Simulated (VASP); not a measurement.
# Pt (Im-3m) in VASP: a series of runs

Pt is run at these levels: PBE; tasks: single point, relaxation of cell and atoms.

Program: VASP 6.6.1. These are calculated values, not measurements. Logs are shortened: lines on timing, memory, paths and dates and some standing lists are left out, and cuts for length are marked.

**1. The cell of the first run**

It takes space group Im-3m (No. 229, cubic). The conventional cell has a = 3.164 Å, b = 3.164 Å, c = 3.164 Å, α = 90.00°, β = 90.00°, γ = 90.00°. Within 3.6 Å of Pt (site symmetry m-3m) lie 14 Pt at 2.74 to 3.16 Å.

This isn't the form of Pt at room conditions, which is fcc.

**2. Single point, PBE**

INCAR reads:

```
SYSTEM = Pt
PREC = Accurate
ENCUT = 500
EDIFF = 1E-6
ISMEAR = 1
SIGMA = 0.1
LREAL = .FALSE.
LASPH = .TRUE.
NELM = 120
ALGO = Normal
ISIF = 2
LWAVE = .FALSE.
LCHARG = .FALSE.
GGA = PE
NBANDS = 11
GGA_COMPAT = .FALSE.
```

KPOINTS reads:

```
Automatic mesh
0
G
  11 11 11
  0 0 0
```

POSCAR reads:

```
Pt
1.0
   -1.5821462936      1.5821462936      1.5821462936
    1.5821462936     -1.5821462936      1.5821462936
    1.5821462936      1.5821462936     -1.5821462936
Pt
1
Direct
    0.0000000000      0.0000000000      0.0000000000
```

Potentials or basis: VASP PAW PBE potentials, release 64 (Pt).

Command:

```console
$ cat potpaw_PBE.64/Pt/POTCAR > POTCAR
$ mpirun -np 1 vasp_std > vasp.out
```

OUTCAR:

```text
SYSTEM = Pt
   PREC = Accurate
   ENCUT = 500
   EDIFF = 1E-6
   ISMEAR = 1
   LREAL = .FALSE.
   LASPH = .TRUE.
   NELM = 120
   ISIF = 2
   GGA = PE

 ion  position               nearest neighbor table
   1  0.000  0.000  0.000-

  LATTYP: Found a body centered cubic cell.
 ALAT       =     3.1642925872

  Lattice vectors:

 A1 = (  -1.5821462936,   1.5821462936,   1.5821462936)
 A2 = (   1.5821462936,  -1.5821462936,   1.5821462936)
 A3 = (   1.5821462936,   1.5821462936,  -1.5821462936)

Analysis of symmetry for initial positions (statically):
=====================================================================
 Subroutine PRICEL returns:
 Original cell was already a primitive cell.

 Routine SETGRP: Setting up the symmetry group for a
 body centered cubic supercell.

 Subroutine GETGRP returns: Found 48 space group operations
 (whereof 48 operations were pure point group operations)
 out of a pool of 48 trial point group operations.

The static configuration has the point symmetry O_h .

Analysis of symmetry for dynamics (positions and initial velocities):
=====================================================================
 Subroutine PRICEL returns:
 Original cell was already a primitive cell.

 Routine SETGRP: Setting up the symmetry group for a
 body centered cubic supercell.

 Subroutine GETGRP returns: Found 48 space group operations
 (whereof 48 operations were pure point group operations)
 out of a pool of 48 trial point group operations.

The dynamic configuration has the point symmetry O_h .

 Subroutine INISYM returns: Found 48 space group operations
 (whereof 48 operations are pure point group operations),
 and found     1 'primitive' translations

----------------------------------------------------------------------------------------

                                     Primitive cell

  volume of cell :      15.8416

  direct lattice vectors                    reciprocal lattice vectors
    -1.582146294  1.582146294  1.582146294     0.000000000  0.316026402  0.316026402
     1.582146294 -1.582146294  1.582146294     0.316026402  0.000000000  0.316026402
     1.582146294  1.582146294 -1.582146294     0.316026402  0.316026402  0.000000000

  length of vectors
     2.740357766  2.740357766  2.740357766     0.446928823  0.446928823  0.446928823

  position of ions in fractional coordinates (direct lattice)
     0.000000000  0.000000000  0.000000000

  ion indices of the primitive-cell ions
   primitive index   ion index
                 1           1

----------------------------------------------------------------------------------------

 KPOINTS: Automatic mesh

Automatic generation of k-mesh.
 Grid dimensions read from file:
 generate k-points for:   11   11   11

 Generating k-lattice:

  Cartesian coordinates                     Fractional coordinates (reciprocal lattice)
     0.000000000  0.028729673  0.028729673     0.090909091  0.000000000  0.000000000
     0.028729673  0.000000000  0.028729673     0.000000000  0.090909091  0.000000000
     0.028729673  0.028729673  0.000000000     0.000000000  0.000000000  0.090909091

  Length of vectors
     0.040629893  0.040629893  0.040629893

  Shift w.r.t. Gamma in fractional coordinates (k-lattice)
     0.000000000  0.000000000  0.000000000

 Subroutine IBZKPT returns following result:
 ===========================================

 Found     56 irreducible k-points:

 Following reciprocal coordinates:
            Coordinates               Weight
  0.000000  0.000000  0.000000      1.000000
  0.090909  0.000000  0.000000     12.000000
  0.181818  0.000000  0.000000     12.000000
  0.272727  0.000000  0.000000     12.000000
  0.363636  0.000000  0.000000     12.000000
  0.454545  0.000000  0.000000     12.000000
[... 16 lines left out ...]
  0.272727  0.181818  0.090909     48.000000
  0.363636  0.181818  0.090909     24.000000
 [... further k-points ...]
   k-points           NKPTS =     56   k-points in BZ     NKDIM =     56   number of bands    NBANDS=     11
   number of dos      NEDOS =    301   number of ions     NIONS =      1
   total plane-waves  NPLWV =   8000
   dimension x,y,z NGX =    20 NGY =   20 NGZ =   20
   dimension x,y,z NGXF=    40 NGYF=   40 NGZF=   40
   ions per type =               1
   NGX,Y,Z   is equivalent  to a cutoff of  12.13, 12.13, 12.13 a.u.
   NGXF,Y,Z  is equivalent  to a cutoff of  24.27, 24.27, 24.27 a.u.
 SYSTEM =  Pt
   PREC   = accura    normal or accurate (medium, high low for compatibility)
   ISTART =      0    job   : 0-new  1-cont  2-samecut
   ICHARG =      2    charge: 1-file 2-atom 10-const
   ISPIN  =      1    spin polarized calculation?
   LNONCOLLINEAR =      F non collinear calculations
   LSORBIT =      F    spin-orbit coupling
   LASPH  =      T    aspherical Exc in radial PAW
   ENCUT  =  500.0 eV  36.75 Ry    6.06 a.u.   5.00  5.00  5.00*2*pi/ulx,y,z
   NELM   =    120;   NELMIN=  2; NELMDL= -5     # of ELM steps
   EDIFF  = 0.1E-05   stopping-criterion for ELM
   LREAL  =      F    real-space projection
   EDIFFG = 0.1E-04   stopping-criterion for IOM
   NSW    =      0    number of steps for IOM
   IBRION =     -1    ionic relax: 0-MD 1-quasi-New 2-CG
   NFREE  =      0    steps in history (QN), initial steepest desc. (CG)
   ISIF   =      2    stress and relaxation
   ISYM   =      2    0-nonsym 1-usesym 2-fastsym
   POTIM  = 0.5000    time-step for ionic-motion
   TEBEG  =    0.0;   TEEND  =   0.0 temperature during run
   PSTRESS=    0.0 pullay stress
   NELECT =      10.0000    total number of electrons
   NUPDOWN=      -1.0000    fix difference up-down
   EMIN   =  10.00;   EMAX   =-10.00  energy-range for DOS
   EFERMI =   0.00;   METHOD = LEGACY
   ISMEAR =     1;   SIGMA  =   0.10  broadening in eV -4-tet -1-fermi 0-gaus
   EFERMI_NEDOS =   21; number of points for ismear=-14 and -15
   IALGO  =     38    algorithm
   IMIX   =      4    mixing-type and parameters
     AMIX     =   0.40;   BMIX     =  1.00
     AMIX_MAG =   1.60;   BMIX_MAG =  1.00
  volume/ion in A,a.u.               =      15.84       106.90
  Fermi-wavevector in a.u.,A,eV,Ry     =   1.404348  2.653834 26.833334  1.972194
  Thomas-Fermi vector in A             =   2.526919
   LORBIT       =      0    0 simple, 1 ext, 2 COOP (PROOUT), +10 PAW based schemes
   GGA     = PE    functional components
   LHFCALC =     F    Hartree Fock is set to
   AEXX    =    0.0000 exact exchange contribution
   IVDW    =     0    specifies the selected vdW correction
   LEPSILON=     F    determine dielectric tensor
   LRPA    =     F    only Hartree local field effects (RPA)
 non-spin polarized calculation
 Methfessel and Paxton  Order N= 1 SIGMA  =   0.10
  energy-cutoff  :      500.00
  volume of cell :       15.84
 maximum number of plane-waves:       414
   NGX =  9   NGY =  9   NGZ =  9

 number of electron      10.0000000 magnetization

 Free energy of the ion-electron system (eV)
  ---------------------------------------------------
  ext. energy  EPLUGINS =         0.00000000
  ---------------------------------------------------
  free energy    TOTEN  =        -5.97505250 eV

  energy without entropy =       -5.97331886  energy(sigma->0) =       -5.97447462

 E-fermi :  10.0872     XC(G=0): -13.1900

 val. band max:       10.0742104528   @ k =  -0.3636   0.3636   0.0909
 cond. band min:      10.0912520226   @ k =   0.4545   0.0909   0.0000
 fundamental gap:      0.0170415698
 Fermi energy:        10.0872051211

 k-point     1 :       0.0000    0.0000    0.0000
  band No.  band energies     occupation
      1       0.6833      2.00000
      2       6.6837      2.00000
      3       6.6837      2.00000
      4       6.6837      2.00000
      5       9.1528      2.00000
      6       9.1528      2.00000
      7      27.2528      0.00000
      8      27.2528      0.00000
      9      27.2528      0.00000
     10      37.2513      0.00000
     11      37.2527      0.00000

 k-point     2 :       0.0909    0.0000    0.0000
  band No.  band energies     occupation
      1       1.0160      2.00000
      2       6.5553      2.00000
      3       6.6815      2.00000
      4       6.9498      2.00000
      5       8.9953      2.00000
      6       9.1620      2.00000
      7      27.3828      0.00000
      8      27.4679      0.00000
      9      27.7409      0.00000
     10      34.2699      0.00000
     11      34.7121      0.00000

 k-point     3 :       0.1818    0.0000    0.0000
  band No.  band energies     occupation
      1       1.9288      2.00000
      2       6.2270      2.00000
      3       6.6511      2.00000
      4       7.7145      2.00000
      5       8.7533      2.00000
      6       9.1994      2.00000
      7      26.8229      0.00000
      8      27.1442      0.00000
      9      29.1145      0.00000
     10      32.5205      0.00000
     11      32.7956      0.00000

 k-point     4 :       0.2727    0.0000    0.0000
  band No.  band energies     occupation
      1       3.0372      2.00000
      2       5.8279      2.00000
      3       6.8360      2.00000
      4       8.7554      2.00000
      5       8.8609      2.00000
      6       9.2776      2.00000
      7      23.7053      0.00000
      8      25.8078      0.00000
      9      30.8790      0.00000
     10      31.1187      0.00000
     11      32.8722      0.00000

 k-point     5 :       0.3636    0.0000    0.0000
  band No.  band energies     occupation
      1       3.5863      2.00000
      2       5.4869      2.00000
      3       7.9797      2.00000
      4       9.0015      2.00000
      5       9.3813      2.00000
      6      10.1336      0.30045
      7      19.9585      0.00000
      8      24.3647      0.00000
      9      27.9977      0.00000
     10      33.3115      0.00000
     11      33.8032      0.00000
[... 211 lines left out ...]
 k-point    21 :      -0.0909    0.0909    0.0909
  band No.  band energies     occupation
      1       1.3441      2.00000
      2       6.7057      2.00000
      3       6.7057      2.00000
      4       6.9446      2.00000
      5       8.6315      2.00000
      6       9.3416      2.00000
      7      27.2629      0.00000
      8      28.1710      0.00000
      9      28.1710      0.00000
     10      31.2499      0.00000
     11      35.9313      0.00000

 k-point    22 :       0.1818    0.1818    0.0909
  band No.  band energies     occupation
      1       4.6085      2.00000
      2       5.6800      2.00000
      3       5.8149      2.00000
      4       9.0715      2.00000
      5       9.3708      2.00000
      6      11.8231     -0.00000
      7      20.8507      0.00000
      8      23.4500      0.00000
      9      24.6441      0.00000
     10      31.3289      0.00000
     11      36.7758      0.00000

 k-point    23 :       0.2727    0.1818    0.0909
  band No.  band energies     occupation
      1       4.7841      2.00000
      2       5.5031      2.00000
      3       6.7392      2.00000
      4       9.1966      2.00000
      5       9.4839      2.00000
      6      13.7160      0.00000
      7      17.8387      0.00000
      8      21.9069      0.00000
      9      23.9022      0.00000
     10      32.8985      0.00000
     11      35.8175      0.00000

 k-point    24 :       0.3636    0.1818    0.0909
  band No.  band energies     occupation
      1       4.7363      2.00000
      2       5.4399      2.00000
      3       7.3505      2.00000
      4       9.2585      2.00000
      5       9.5334      2.00000
      6      15.5044      0.00000
      7      15.6113      0.00000
      8      21.2506      0.00000
      9      23.6278      0.00000
     10      33.8520      0.00000
     11      35.1330      0.00000

 [... further k-points ...]

------------------------ aborting loop because EDIFF is reached ----------------------------------------

  FORCE on cell =-STRESS in cart. coord.  units (eV):
  Direction    XX          YY          ZZ          XY          YZ          ZX
  --------------------------------------------------------------------------------------
  -------------------------------------------------------------------------------------
  Total       -0.0438800     -0.0438800     -0.0438800     -0.0000000      0.0000000     -0.0000000
  in kB       -4.4378935     -4.4378935     -4.4378935     -0.0000000      0.0000000     -0.0000000
  external PRESSURE =      -4.4378935 kB  Pullay stress =       0.0000000 kB

 VOLUME and BASIS-vectors are now :
 -----------------------------------------------------------------------------
  energy-cutoff  :      500.00
  volume of cell :       15.84
      direct lattice vectors                 reciprocal lattice vectors
    -1.582146294  1.582146294  1.582146294     0.000000000  0.316026402  0.316026402
     1.582146294 -1.582146294  1.582146294     0.316026402  0.000000000  0.316026402
     1.582146294  1.582146294 -1.582146294     0.316026402  0.316026402  0.000000000

 POSITION                                       TOTAL-FORCE (eV/Angst)
 -----------------------------------------------------------------------------------
      0.00000      0.00000      0.00000         0.000000     -0.000000      0.000000
 -----------------------------------------------------------------------------------
    total drift:                                0.000000     -0.000000      0.000000

  FREE ENERGIE OF THE ION-ELECTRON SYSTEM (eV)
  ---------------------------------------------------
  free  energy   TOTEN  =        -5.9750524974 eV

  energy  without entropy=       -5.9733188585  energy(sigma->0) =       -5.97447462
```

Run time: 5.8 s. Hardware: 1 thread of AMD EPYC 9R45 (Zen 5), shared host; peak memory 0.09 GiB.

Results:

| Property | Result |
| --- | --- |
| Free energy | -5.9751 eV |
| Pressure | -0.4 GPa |
| Band gap on the k mesh | zero (bands 5 and 6 overlap by 2.00 eV) |

Levels at points of the mesh, in eV from the Fermi level:
```csv
k point,band 2,band 3,band 4,band 5,band 6,band 7,band 8,band 9
"(0.00, 0.00, 0.00)",-3.40,-3.40,-3.40,-0.93,-0.93,17.17,17.17,17.17
```

Caveat: spin-orbit coupling is left out, which moves the levels of the heavy elements.

**3. Relaxation of cell and atoms, PBE**

This run uses another cell than the first one, of 15.04 Å³/atom.

INCAR reads:

```
  PREC = Accurate
  ENCUT = 500
  EDIFF = 1E-7
  ISMEAR = 1
  SIGMA = 0.1
  LREAL = False
  LASPH = True
  NELM = 120
  ALGO = Normal
  ISIF = 3
  LWAVE = False
  LCHARG = False
  GGA = PE
  IBRION = 2
  NSW = 60
  EDIFFG = -0.01
  GGA_COMPAT = False
  NELMIN = 4
```

KPOINTS reads:

```
regular mesh
0
Gamma
  11 11 11
```

POSCAR reads:

```
Pt
1.0
   -1.5550000000      1.5550000000      1.5550000000
    1.5550000000     -1.5550000000      1.5550000000
    1.5550000000      1.5550000000     -1.5550000000
Pt
1
Direct
    0.0000000000      0.0000000000      0.0000000000
```

Potentials or basis: VASP PAW PBE potentials, release 64 (Pt).

Command:

```console
$ cat potpaw_PBE.64/Pt/POTCAR > POTCAR
$ mpirun -np 1 vasp_std > vasp.out
```

Run time: 14 s. Hardware: 1 thread of AMD EPYC 9R45 (Zen 5), shared host; peak memory 0.1 GiB.

The run converged. Its results:

```yaml
Free_energy: -5.9745 eV
Relaxed_volume: 15.82 Å³/atom
Relaxed_cell: a = 2.739 Å, b = 2.739 Å, c = 2.739 Å, α = 109.47°, β = 109.47°, γ = 109.47°
Space_group_after_relaxing_to_0.1_Å: Im-3m (No. 229)
Energy_gained_by_relaxing: 30.7 meV/atom
Ionic_steps: 4
Pressure_after_relaxing: -0.1 GPa
Band_gap_on_the_k_mesh: zero (bands 5 and 6 overlap by 2.00 eV)
```

The path:
| step | energy change (eV) | largest force (eV/Å) | pressure (GPa) | volume (Å³) |
| --- | --- | --- | --- | --- |
| 1 | 0.0000 | 0.0000 | 13.59 | 15.04 |
| 2 | 0.1339 | 0.0000 | -21.21 | 17.99 |
| 3 | -0.0306 | 0.0000 | -0.72 | 15.86 |
| 4 | -0.0307 | 0.0000 | -0.07 | 15.82 |

Final structure:
```
Pt
1.0
    -1.58133    1.58133    1.58133
     1.58133   -1.58133    1.58133
     1.58133    1.58133   -1.58133
Pt
1
Direct
  0.00000 0.00000 0.00000
```

Levels at points of the mesh, in eV from the Fermi level:
```csv
k point,band 1,band 2,band 3,band 4,band 5,band 6,band 7,band 8,band 9
"(0.00, 0.00, 0.00)",-9.42,-3.41,-3.41,-3.41,-0.94,-0.94,17.17,17.17,17.17
```

Caveat: spin-orbit coupling is left out, which moves the levels of the heavy elements.
